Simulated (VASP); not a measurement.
# W in VASP: settings compared

Aim: see how the results for W move with the level of theory and the settings. Levels: PBEsol+D3(BJ)+U, PBE. Tasks: single point.

Program: VASP 6.6.1. These are calculated values, not measurements. Logs are shortened: lines on timing, memory, paths and dates and some standing lists are left out, and cuts for length are marked.

**1. The cell of the first run**

The typed cell holds 1 atom: a = 2.689 Å, b = 2.728 Å, c = 2.735 Å, α = 110.20°, β = 106.72°, γ = 109.22°.

**2. Single point, PBEsol+D3(BJ)+U (the cell strained at random)**

Input file INCAR:

```
SYSTEM = W
PREC = Accurate ; ENCUT = 520
EDIFF = 1E-7 ; ISMEAR = 0
SIGMA = 0.01 ; LREAL = .False.
LASPH = .True. ; NELM = 150
ALGO = Fast ; ISIF = 2
LWAVE = .False. ; LCHARG = .False.
LMAXMIX = 4 ; LDAU = .True.
LDAUTYPE = 2 ; LDAUL = 2
LDAUU = 5.3 ; LDAUJ = 0
LDAUPRINT = 1 ; GGA = PS
IVDW = 12 ; NBANDS = 13
```

Input file KPOINTS:

```
regular mesh
0
Gamma
  12 12 12
  0 0 0
```

Input file POSCAR:

```
W
1.0
   -1.5063230000      1.5983260000      1.5511350000
    1.5597610000     -1.5794150000      1.5856610000
    1.5646790000      1.6377710000     -1.5322240000
W
1
Direct
   -0.0137330000     -0.0014840000      0.0253620000
```

Potentials or basis: VASP PAW PBE potentials, release 64 (W_sv).

On the command line:

```bash
> cat potpaw_PBE.64/W_sv/POTCAR > POTCAR
> mpirun -np 1 vasp_std > vasp.out
```

OUTCAR:

```text
SYSTEM = W
   PREC = Accurate
   ENCUT = 520
   EDIFF = 1E-7
   ISMEAR = 0
   LREAL = .False.
   LASPH = .True.
   NELM = 150
   ISIF = 2
   GGA = PS
   IVDW = 12
 IVDW          = 12

 ion  position               nearest neighbor table
   1  0.986  0.999  0.025-

  LATTYP: Found a triclinic cell.
 ALAT       =     6.8973541258
 B/A-ratio  =     0.6309633886
 C/A-ratio  =     0.4084704937
 COS(alpha) =     0.0071051337
 COS(beta)  =     0.2740400461
 COS(gamma) =     0.9452071874

  Lattice vectors:

 A1 = (   6.1954420000,   0.0978010000,  -3.0299220000)
 A2 = (   3.0710020000,   0.0394450000,  -3.0833590000)
 A3 = (   1.6181170000,   1.6566820000,   1.6045720000)

Analysis of symmetry for initial positions (statically):
=====================================================================
 Subroutine PRICEL returns:
 Original cell was already a primitive cell.

 Routine SETGRP: Setting up the symmetry group for a
 triclinic supercell.

 Subroutine GETGRP returns: Found  2 space group operations
 (whereof  1 operations were pure point group operations)
 out of a pool of  2 trial point group operations.

The static configuration has the point symmetry C_1 .
 The point group associated with its full space group is S_2 .

Analysis of symmetry for dynamics (positions and initial velocities):
=====================================================================
 Subroutine PRICEL returns:
 Original cell was already a primitive cell.

 Routine SETGRP: Setting up the symmetry group for a
 triclinic supercell.

 Subroutine GETGRP returns: Found  2 space group operations
 (whereof  1 operations were pure point group operations)
 out of a pool of  2 trial point group operations.

The dynamic configuration has the point symmetry C_1 .
 The point group associated with its full space group is S_2 .

 Subroutine INISYM returns: Found  2 space group operations
 (whereof  1 operations are pure point group operations),
 and found     1 'primitive' translations

----------------------------------------------------------------------------------------

                                     Primitive cell

  volume of cell :      15.8476

  direct lattice vectors                    reciprocal lattice vectors
    -1.506323000  1.598326000  1.551135000    -0.011164597  0.307362296  0.317133816
     1.559761000 -1.579415000  1.585661000     0.314836216 -0.007509284  0.313478400
     1.564679000  1.637771000 -1.532224000     0.314513878  0.303384646 -0.007187047

  length of vectors
     2.688805454  2.727952882  2.734634273     0.441780586  0.444350019  0.437050199

  position of ions in fractional coordinates (direct lattice)
     0.986267000  0.998516000  0.025362000

  ion indices of the primitive-cell ions
   primitive index   ion index
                 1           1

----------------------------------------------------------------------------------------

 KPOINTS: regular mesh

Automatic generation of k-mesh.
 Grid dimensions read from file:
 generate k-points for:   12   12   12

 Generating k-lattice:

  Cartesian coordinates                     Fractional coordinates (reciprocal lattice)
    -0.000930383  0.025613525  0.026427818     0.083333333 -0.000000000  0.000000000
     0.026236351 -0.000625774  0.026123200     0.000000000  0.083333333  0.000000000
     0.026209490  0.025282054 -0.000598921    -0.000000000  0.000000000  0.083333333

  Length of vectors
     0.036815049  0.037029168  0.036420850

  Shift w.r.t. Gamma in fractional coordinates (k-lattice)
[... 47 lines left out ...]
   LNONCOLLINEAR =      F non collinear calculations
   LSORBIT =      F    spin-orbit coupling
   LASPH  =      T    aspherical Exc in radial PAW
   ENCUT  =  520.0 eV  38.22 Ry    6.18 a.u.   5.00  5.07  5.08*2*pi/ulx,y,z
   NELM   =    150;   NELMIN=  2; NELMDL= -5     # of ELM steps
   EDIFF  = 0.1E-06   stopping-criterion for ELM
   LREAL  =      F    real-space projection
   EDIFFG = 0.1E-05   stopping-criterion for IOM
   NSW    =      0    number of steps for IOM
   IBRION =     -1    ionic relax: 0-MD 1-quasi-New 2-CG
   NFREE  =      0    steps in history (QN), initial steepest desc. (CG)
   ISIF   =      2    stress and relaxation
   ISYM   =      2    0-nonsym 1-usesym 2-fastsym
   POTIM  = 0.5000    time-step for ionic-motion
   TEBEG  =    0.0;   TEEND  =   0.0 temperature during run
   PSTRESS=    0.0 pullay stress
   NELECT =      14.0000    total number of electrons
   NUPDOWN=      -1.0000    fix difference up-down
   EMIN   =  10.00;   EMAX   =-10.00  energy-range for DOS
   EFERMI =   0.00;   METHOD = LEGACY
   ISMEAR =     0;   SIGMA  =   0.01  broadening in eV -4-tet -1-fermi 0-gaus
   EFERMI_NEDOS =   21; number of points for ismear=-14 and -15
   IALGO  =     68    algorithm
   IMIX   =      4    mixing-type and parameters
     AMIX     =   0.40;   BMIX     =  1.00
     AMIX_MAG =   1.60;   BMIX_MAG =  1.00
  volume/ion in A,a.u.               =      15.85       106.94
  Fermi-wavevector in a.u.,A,eV,Ry     =   1.570832  2.968442 33.572550  2.467513
  Thomas-Fermi vector in A             =   2.672506
   LORBIT       =      0    0 simple, 1 ext, 2 COOP (PROOUT), +10 PAW based schemes
 LDA+U is selected, type is set to LDAUTYPE =  2
   angular momentum for each species LDAUL =     2
   U (eV)           for each species LDAUU =   5.3
   J (eV)           for each species LDAUJ =   0.0
   GGA     = PS    functional components
   LHFCALC =     F    Hartree Fock is set to
   AEXX    =    0.0000 exact exchange contribution
   IVDW    =    12    specifies the selected vdW correction
   LEPSILON=     F    determine dielectric tensor
   LRPA    =     F    only Hartree local field effects (RPA)
 non-spin polarized calculation
 RMM-DIIS sequential band-by-band and
 Gauss-broadening in eV      SIGMA  =   0.01
  energy-cutoff  :      520.00
  volume of cell :       15.85
 maximum number of plane-waves:       439
   NGX =  9   NGY = 11   NGZ = 11

atom =   1  type =  1  l = 2

 onsite density matrix

spin component  1

  0.4053 -0.0170 -0.0031 -0.0076  0.0026
 -0.0170  0.4079  0.0021 -0.0189 -0.0019
 -0.0031  0.0021  0.2202  0.0030 -0.0061
 -0.0076 -0.0189  0.0030  0.3975  0.0045
  0.0026 -0.0019 -0.0061  0.0045  0.2150

spin component  2

  0.4053 -0.0170 -0.0031 -0.0076  0.0026
 -0.0170  0.4079  0.0021 -0.0189 -0.0019
 -0.0031  0.0021  0.2202  0.0030 -0.0061
 -0.0076 -0.0189  0.0030  0.3975  0.0045
  0.0026 -0.0019 -0.0061  0.0045  0.2150

 occupancies and eigenvectors

  o =  0.2108  v = -0.0037 -0.0007  0.5489 -0.0291  0.8354  0.0000  0.0000  0.0000  0.0000  0.0000      0.0000  0.0000  0.0000  0.0000  0.0000  0.0000  0.0000  0.0000  0.0000  0.0000
  o =  0.2108  v =  0.0000  0.0000  0.0000  0.0000  0.0000 -0.0037 -0.0007  0.5489 -0.0291  0.8354      0.0000  0.0000  0.0000  0.0000  0.0000  0.0000  0.0000  0.0000  0.0000  0.0000
  o =  0.2241  v = -0.0209  0.0135 -0.8355  0.0006  0.5489  0.0000  0.0000  0.0000  0.0000  0.0000      0.0000  0.0000  0.0000  0.0000  0.0000  0.0000  0.0000  0.0000  0.0000  0.0000
  o =  0.2241  v =  0.0000  0.0000  0.0000  0.0000  0.0000 -0.0209  0.0135 -0.8355  0.0006  0.5489      0.0000  0.0000  0.0000  0.0000  0.0000  0.0000  0.0000  0.0000  0.0000  0.0000
  o =  0.3741  v =  0.0000  0.0000  0.0000  0.0000  0.0000  0.4813  0.6008  0.0101  0.6379  0.0182      0.0000  0.0000  0.0000  0.0000  0.0000  0.0000  0.0000  0.0000  0.0000  0.0000
  o =  0.3741  v =  0.4813  0.6008  0.0101  0.6379  0.0182  0.0000  0.0000  0.0000  0.0000  0.0000      0.0000  0.0000  0.0000  0.0000  0.0000  0.0000  0.0000  0.0000  0.0000  0.0000
  o =  0.4094  v =  0.0000  0.0000  0.0000  0.0000  0.0000  0.7329  0.1234 -0.0209 -0.6687 -0.0062      0.0000  0.0000  0.0000  0.0000  0.0000  0.0000  0.0000  0.0000  0.0000  0.0000
  o =  0.4094  v =  0.7329  0.1234 -0.0209 -0.6687 -0.0062  0.0000  0.0000  0.0000  0.0000  0.0000      0.0000  0.0000  0.0000  0.0000  0.0000  0.0000  0.0000  0.0000  0.0000  0.0000
  o =  0.4274  v =  0.0000  0.0000  0.0000  0.0000  0.0000 -0.4803  0.7897  0.0103 -0.3809 -0.0215      0.0000  0.0000  0.0000  0.0000  0.0000  0.0000  0.0000  0.0000  0.0000  0.0000
  o =  0.4274  v = -0.4803  0.7897  0.0103 -0.3809 -0.0215  0.0000  0.0000  0.0000  0.0000  0.0000      0.0000  0.0000  0.0000  0.0000  0.0000  0.0000  0.0000  0.0000  0.0000  0.0000

 number of electron      14.0000001 magnetization

 Free energy of the ion-electron system (eV)
  ---------------------------------------------------
  ext. energy  EPLUGINS =         0.00000000
  ---------------------------------------------------
  free energy    TOTEN  =        -8.04267582 eV

  energy without entropy =       -8.04266010  energy(sigma->0) =       -8.04266796

 E-fermi :  11.6351     XC(G=0): -13.7813

 val. band max:       11.6276570030   @ k =  -0.2500  -0.2500   0.1667
 cond. band min:      11.6373551881   @ k =   0.0000  -0.0833   0.1667
 fundamental gap:      0.0096981851
 Fermi energy:        11.6350542400

 k-point     1 :       0.0000    0.0000    0.0000
  band No.  band energies     occupation
      1     -63.0466      2.00000
      2     -26.6773      2.00000
      3     -26.5656      2.00000
      4     -26.5048      2.00000
      5       1.6382      2.00000
      6       9.8414      2.00000
      7      10.3367      2.00000
      8      11.0921      2.00000
      9      14.4320      0.00000
     10      15.1047      0.00000
     11      25.3154      0.00000
     12      25.7891      0.00000
     13      26.5124      0.00000
[... 354 lines left out ...]
  band No.  band energies     occupation
      1     -62.9176      2.00000
      2     -27.6787      2.00000
      3     -27.0670      2.00000
      4     -26.6812      2.00000
      5       6.1928      2.00000
      6       8.4682      2.00000
      7      10.0383      2.00000
      8      13.8940      0.00000
      9      15.8753      0.00000
     10      18.0712      0.00000
     11      21.8982      0.00000
     12      25.1525      0.00000
     13      28.3290      0.00000

 [... further k-points ...]

------------------------ aborting loop because EDIFF is reached ----------------------------------------

 Edisp (eV)   -0.74380

 E8    (eV) :    -0.5453

  FORCE on cell =-STRESS in cart. coord.  units (eV):
  Direction    XX          YY          ZZ          XY          YZ          ZX
  --------------------------------------------------------------------------------------
  -------------------------------------------------------------------------------------
  Total       1.06770    -0.03409     0.92387    -0.58956    -0.08543    -0.45623
  in kB     107.94302    -3.44616    93.40191   -59.60403    -8.63673   -46.12424
  external pressure =       65.97 kB  Pullay stress =        0.00 kB

 VOLUME and BASIS-vectors are now :
 -----------------------------------------------------------------------------
  energy-cutoff  :      520.00
  volume of cell :       15.85
      direct lattice vectors                 reciprocal lattice vectors
    -1.506323000  1.598326000  1.551135000    -0.011164597  0.307362296  0.317133816
     1.559761000 -1.579415000  1.585661000     0.314836216 -0.007509284  0.313478400
     1.564679000  1.637771000 -1.532224000     0.314513878  0.303384646 -0.007187047

 POSITION                                       TOTAL-FORCE (eV/Angst)
 -----------------------------------------------------------------------------------
      0.11149      0.04084      3.07428         0.000000     -0.000000      0.000000
 -----------------------------------------------------------------------------------
    total drift:                               -0.000003      0.000003     -0.000003

  FREE ENERGIE OF THE ION-ELECTRON SYSTEM (eV)
  ---------------------------------------------------
  free  energy   TOTEN  =        -8.7864726634 eV

  energy  without entropy=       -8.7864569395  energy(sigma->0) =       -8.78646480
```

It took 1.7 min on 1 thread of Intel Xeon 6975P-C, shared host; peak memory 0.28 GiB.

What came out:

- Free energy: -8.7865 eV
- Pressure: 6.6 GPa
- Band gap on the k mesh: zero (band 7 reaches 16.32 eV, above the bottom of band 8 at 10.90 eV)
- Dispersion energy per atom: -0.744 eV

Eigenvalues of the final occupation matrices:
```csv
site,spin,trace,eigenvalues
site 1 d,1,1.65,0.21 0.22 0.37 0.41 0.43
site 1 d,2,1.65,0.21 0.22 0.37 0.41 0.43
```

Caveat: the cell differs from its parent crystal (the cell strained at random); the PAW data sets were made with another functional, which shifts forces and pressure a little; spin-orbit coupling is left out, which moves the levels of the heavy elements; U without spin polarisation on a metal has little footing; pairwise dispersion overbinds metals, which lowers pressure and volume; the U is typed as a test and isn't derived for this compound.

(Continued in part 2 of 2.)
